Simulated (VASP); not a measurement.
# Ge (Fd-3m) in VASP: relaxation of cell and atoms with r2SCAN

Aim: the relaxation of cell and atoms of Ge with r2SCAN.

All numbers are computed with VASP 6.6.1; they aren't measurements. Logs are shortened: lines on timing, memory, paths and dates and some standing lists are left out, and cuts for length are marked.

**1. The cell of the first run**

Symmetry: Fd-3m, No. 227, cubic system. Conventional cell: a = 5.658 Å, b = 5.658 Å, c = 5.658 Å, α = 90.00°, β = 90.00°, γ = 90.00°. Within 3.2 Å of Ge (site symmetry -43m) lie 4 Ge at 2.45 Å.

**2. Relaxation of cell and atoms, r2SCAN**

POSCAR reads:

```
Ge
1.0
    0.0000000000      2.8289100000      2.8289100000
    2.8289100000      0.0000000000      2.8289100000
    2.8289100000      2.8289100000      0.0000000000
Ge
2
Direct
    0.5000000000      0.5000000000      0.5000000000
    0.7500000000      0.7500000000      0.7500000000
```

INCAR.step1 reads:

```
ALGO     = Normal         # electronic algorithm
EDIFF    = 1E-4           # SCF threshold, eV
ENCUT    = 600            # plane-wave cutoff, eV
GGA      = PE             # functional
ISMEAR   = -1             # smearing method
LASPH    = True           # aspherical terms in the spheres
LCHARG   = False          # write CHGCAR
LREAL    = False          # projectors in reciprocal space
LWAVE    = True           # write WAVECAR
NELM     = 100            # most SCF steps
PREC     = Accurate       # precision mode
SIGMA    = 0.05           # smearing width, eV
```

INCAR.step2 reads:

```
ALGO     = Normal         # electronic algorithm
EDIFF    = 1E-7           # SCF threshold, eV
EDIFFG   = -0.002         # ionic threshold
ENCUT    = 600            # plane-wave cutoff, eV
IBRION   = 2              # ionic algorithm
ISIF     = 3              # what is computed and relaxed
ISMEAR   = -1             # smearing method
ISTART   = 1            
LASPH    = True           # aspherical terms in the spheres
LCHARG   = False          # write CHGCAR
LMIXTAU  = True         
LREAL    = False          # projectors in reciprocal space
LWAVE    = False          # write WAVECAR
METAGGA  = R2SCAN         # meta-GGA
NELM     = 100            # most SCF steps
NSW      = 100            # ionic steps
PREC     = Accurate       # precision mode
SIGMA    = 0.05           # smearing width, eV
```

KPOINTS reads:

```
k-points
0
Gamma
  12 12 12
```

Potentials or basis: VASP PAW PBE potentials, release 64 (Ge_d).

On the command line:

```
$ cat potpaw_PBE.64/Ge_d/POTCAR > POTCAR
$ cp INCAR.step1 INCAR
$ mpirun -np 1 vasp_std > vasp.out
$ cp INCAR.step2 INCAR
$ mpirun -np 1 vasp_std > vasp.out
```

OUTCAR:

```text
EDIFF = 1E-7
   EDIFFG = -0.002
   ENCUT = 600
   IBRION = 2
   ISIF = 3
   ISMEAR = -1
   ISTART = 1
   LASPH = True
   LREAL = False
   METAGGA = R2SCAN
   NELM = 100
   NSW = 100
   PREC = Accurate

 ion  position               nearest neighbor table
   1  0.500  0.500  0.500-   2 2.45   2 2.45   2 2.45   2 2.45
   2  0.750  0.750  0.750-   1 2.45   1 2.45   1 2.45   1 2.45

  LATTYP: Found a face centered cubic cell.
 ALAT       =     5.6578200000

  Lattice vectors:

 A1 = (   0.0000000000,   2.8289100000,   2.8289100000)
 A2 = (   2.8289100000,   0.0000000000,   2.8289100000)
 A3 = (   2.8289100000,   2.8289100000,   0.0000000000)

Analysis of symmetry for initial positions (statically):
=====================================================================
 Subroutine PRICEL returns:
 Original cell was already a primitive cell.

 Routine SETGRP: Setting up the symmetry group for a
 face centered cubic supercell.

 Subroutine GETGRP returns: Found 48 space group operations
 (whereof 24 operations were pure point group operations)
 out of a pool of 48 trial point group operations.

The static configuration has the point symmetry T_d .
 The point group associated with its full space group is O_h .

Analysis of symmetry for dynamics (positions and initial velocities):
=====================================================================
 Subroutine PRICEL returns:
 Original cell was already a primitive cell.

 Routine SETGRP: Setting up the symmetry group for a
 face centered cubic supercell.

 Subroutine GETGRP returns: Found 48 space group operations
 (whereof 24 operations were pure point group operations)
 out of a pool of 48 trial point group operations.

The dynamic configuration has the point symmetry T_d .
 The point group associated with its full space group is O_h .

 Subroutine INISYM returns: Found 48 space group operations
 (whereof 24 operations are pure point group operations),
 and found     1 'primitive' translations

----------------------------------------------------------------------------------------

                                     Primitive cell

  volume of cell :      45.2780

  direct lattice vectors                    reciprocal lattice vectors
     0.000000000  2.828910000  2.828910000    -0.176746521  0.176746521  0.176746521
     2.828910000  0.000000000  2.828910000     0.176746521 -0.176746521  0.176746521
     2.828910000  2.828910000  0.000000000     0.176746521  0.176746521 -0.176746521

  length of vectors
     4.000682889  4.000682889  4.000682889     0.306133954  0.306133954  0.306133954

  position of ions in fractional coordinates (direct lattice)
     0.500000000  0.500000000  0.500000000
     0.750000000  0.750000000  0.750000000

  ion indices of the primitive-cell ions
   primitive index   ion index
                 1           1
                 2           2

----------------------------------------------------------------------------------------

 KPOINTS: k-points

Automatic generation of k-mesh.
 Grid dimensions read from file:
 generate k-points for:   12   12   12

 Generating k-lattice:

  Cartesian coordinates                     Fractional coordinates (reciprocal lattice)
    -0.014728877  0.014728877  0.014728877     0.083333333  0.000000000  0.000000000
     0.014728877 -0.014728877  0.014728877     0.000000000  0.083333333  0.000000000
     0.014728877  0.014728877 -0.014728877     0.000000000  0.000000000  0.083333333

  Length of vectors
     0.025511163  0.025511163  0.025511163

  Shift w.r.t. Gamma in fractional coordinates (k-lattice)
     0.000000000  0.000000000  0.000000000

 Subroutine IBZKPT returns following result:
 ===========================================

 Found     72 irreducible k-points:

 Following reciprocal coordinates:
            Coordinates               Weight
  0.000000  0.000000  0.000000      1.000000
  0.083333  0.000000  0.000000      8.000000
  0.166667  0.000000  0.000000      8.000000
  0.250000  0.000000  0.000000      8.000000
  0.333333  0.000000  0.000000      8.000000
  0.416667  0.000000  0.000000      8.000000
[... 16 lines left out ...]
  0.500000  0.166667  0.000000     24.000000
 -0.416667  0.166667  0.000000     24.000000
 [... further k-points ...]
   k-points           NKPTS =     72   k-points in BZ     NKDIM =     72   number of bands    NBANDS=     18
   number of dos      NEDOS =    301   number of ions     NIONS =      2
   total plane-waves  NPLWV =  32768
   dimension x,y,z NGX =    32 NGY =   32 NGZ =   32
   dimension x,y,z NGXF=    64 NGYF=   64 NGZF=   64
   ions per type =               2
   NGX,Y,Z   is equivalent  to a cutoff of  13.30, 13.30, 13.30 a.u.
   NGXF,Y,Z  is equivalent  to a cutoff of  26.59, 26.59, 26.59 a.u.
 SYSTEM =  unknown system
   PREC   = accura    normal or accurate (medium, high low for compatibility)
   ISTART =      1    job   : 0-new  1-cont  2-samecut
   ICHARG =      0    charge: 1-file 2-atom 10-const
   ISPIN  =      1    spin polarized calculation?
   LNONCOLLINEAR =      F non collinear calculations
   LSORBIT =      F    spin-orbit coupling
   LASPH  =      T    aspherical Exc in radial PAW
   ENCUT  =  600.0 eV  44.10 Ry    6.64 a.u.   7.99  7.99  7.99*2*pi/ulx,y,z
   NELM   =    100;   NELMIN=  2; NELMDL=  0     # of ELM steps
   EDIFF  = 0.1E-06   stopping-criterion for ELM
   LREAL  =      F    real-space projection
   EDIFFG = -.2E-02   stopping-criterion for IOM
   NSW    =    100    number of steps for IOM
   IBRION =      2    ionic relax: 0-MD 1-quasi-New 2-CG
   NFREE  =      1    steps in history (QN), initial steepest desc. (CG)
   ISIF   =      3    stress and relaxation
   ISYM   =      2    0-nonsym 1-usesym 2-fastsym
   POTIM  = 0.5000    time-step for ionic-motion
   TEBEG  =    0.0;   TEEND  =   0.0 temperature during run
   PSTRESS=    0.0 pullay stress
   NELECT =      28.0000    total number of electrons
   NUPDOWN=      -1.0000    fix difference up-down
   EMIN   =  10.00;   EMAX   =-10.00  energy-range for DOS
   EFERMI =   0.00;   METHOD = LEGACY
   ISMEAR =    -1;   SIGMA  =   0.05  broadening in eV -4-tet -1-fermi 0-gaus
   EFERMI_NEDOS =   21; number of points for ismear=-14 and -15
   IALGO  =     38    algorithm
   IMIX   =      4    mixing-type and parameters
     AMIX     =   0.40;   BMIX     =  1.00
     AMIX_MAG =   1.60;   BMIX_MAG =  1.00
  volume/ion in A,a.u.               =      22.64       152.78
  Fermi-wavevector in a.u.,A,eV,Ry     =   1.394756  2.635708 26.468033  1.945346
  Thomas-Fermi vector in A             =   2.518275
   LORBIT       =      0    0 simple, 1 ext, 2 COOP (PROOUT), +10 PAW based schemes
   METAGGA = R2SCAN    functional components
   LHFCALC =     F    Hartree Fock is set to
   AEXX    =    0.0000 exact exchange contribution
   IVDW    =     0    specifies the selected vdW correction
   LEPSILON=     F    determine dielectric tensor
   LRPA    =     F    only Hartree local field effects (RPA)
 conjugate gradient relaxation of ions
 non-spin polarized calculation
  energy-cutoff  :      600.00
  volume of cell :       45.28
 maximum number of plane-waves:      1540
   NGX = 15   NGY = 15   NGZ = 15

--------------------------------------- Ionic step        1  -------------------------------------------

 number of electron      28.0000013 magnetization

 Free energy of the ion-electron system (eV)
  ---------------------------------------------------
  ext. energy  EPLUGINS =         0.00000000
  ---------------------------------------------------
  free energy    TOTEN  =       -27.74466505 eV

  energy without entropy =      -27.74461843  energy(sigma->0) =      -27.74464174

------------------------ aborting loop because EDIFF is reached ----------------------------------------

  FORCE on cell =-STRESS in cart. coord.  units (eV):
  Direction    XX          YY          ZZ          XY          YZ          ZX
  --------------------------------------------------------------------------------------
  -------------------------------------------------------------------------------------
  Total        0.2188030      0.2188030      0.2188030      0.0000000      0.0000000      0.0000000
  in kB        7.7424165      7.7424165      7.7424165      0.0000000      0.0000000      0.0000000
  external PRESSURE =       7.7424165 kB  Pullay stress =       0.0000000 kB
[... 57 lines left out ...]
  energy  without entropy=      -27.7454029168  energy(sigma->0) =      -27.74544868

--------------------------------------- Ionic step        3  -------------------------------------------

 number of electron      28.0000020 magnetization

 Free energy of the ion-electron system (eV)
  ---------------------------------------------------
  ext. energy  EPLUGINS =         0.00000000
  ---------------------------------------------------
  free energy    TOTEN  =       -27.74577933 eV

  energy without entropy =      -27.74570768  energy(sigma->0) =      -27.74574351

 E-fermi :   4.8706     XC(G=0): -10.7656

 val. band max:        4.6989715012   @ k =   0.0000   0.0000   0.0000
 cond. band min:       5.0035336657   @ k =   0.0000   0.0000   0.0000
 fundamental gap:      0.3045621645
 Fermi energy:         4.8706282659

 k-point     1 :       0.0000    0.0000    0.0000
  band No.  band energies     occupation
      1     -20.7804      2.00000
      2     -20.7804      2.00000
      3     -20.7804      2.00000
      4     -20.7417      2.00000
      5     -20.7417      2.00000
      6     -20.5300      2.00000
[... 10 lines left out ...]
     17       7.4086      0.00000
     18       7.4086      0.00000
[... 466 lines left out ...]
      2     -20.8112      2.00000
      3     -20.7400      2.00000
      4     -20.6862      2.00000
      5     -20.6785      2.00000
      6     -20.5866      2.00000
[... 10 lines left out ...]
     17       9.6999      0.00000
     18      12.7100      0.00000

 [... further k-points ...]
[... 5 lines left out ...]
  --------------------------------------------------------------------------------------
  -------------------------------------------------------------------------------------
  Total        0.0035638      0.0035638      0.0035638      0.0000000     -0.0000000      0.0000000
  in kB        0.1248042      0.1248042      0.1248042      0.0000000     -0.0000000      0.0000000
  external PRESSURE =       0.1248042 kB  Pullay stress =       0.0000000 kB
[... 17 lines left out ...]
  FREE ENERGIE OF THE ION-ELECTRON SYSTEM (eV)
  ---------------------------------------------------
  free  energy   TOTEN  =       -27.7457793336 eV

  energy  without entropy=      -27.7457076837  energy(sigma->0) =      -27.74574351

 reached required accuracy - stopping structural energy minimisation
```

Wall time 12 min (1 thread of Intel Xeon 8259CL, shared host); peak memory 0.23 GiB.

Results:

```yaml
Free_energy: -27.7458 eV
Relaxed_volume: 22.88 Å³/atom
Relaxed_cell: a = 4.015 Å, b = 4.015 Å, c = 4.015 Å, α = 60.00°, β = 60.00°, γ = 60.00°
Space_group_after_relaxing_to_0.1_Å: Fd-3m (No. 227)
Energy_gained_by_relaxing: 0.6 meV/atom
Ionic_steps: 3
Pressure_after_relaxing: 0.0 GPa
Band_gap_on_the_k_mesh: 0.30 eV
```

Step by step:
| step | energy change (eV) | largest force (eV/Å) | pressure (GPa) | volume (Å³) |
| --- | --- | --- | --- | --- |
| 1 | 0.0000 | 0.0000 | 0.77 | 45.28 |
| 2 | -0.0008 | 0.0000 | -0.33 | 46.00 |
| 3 | -0.0011 | 0.0000 | 0.01 | 45.75 |

Final structure:
```yaml
crystal:
  lattice:
    - [0.00000, 2.83871, 2.83871]
    - [2.83871, 0.00000, 2.83871]
    - [2.83871, 2.83871, 0.00000]
  atoms:
    - { symbol: Ge, position: [0.50000, 0.50000, 0.50000] }
    - { symbol: Ge, position: [0.75000, 0.75000, 0.75000] }
```

Caveat: the PAW data sets were made with another functional, which shifts forces and pressure a little.
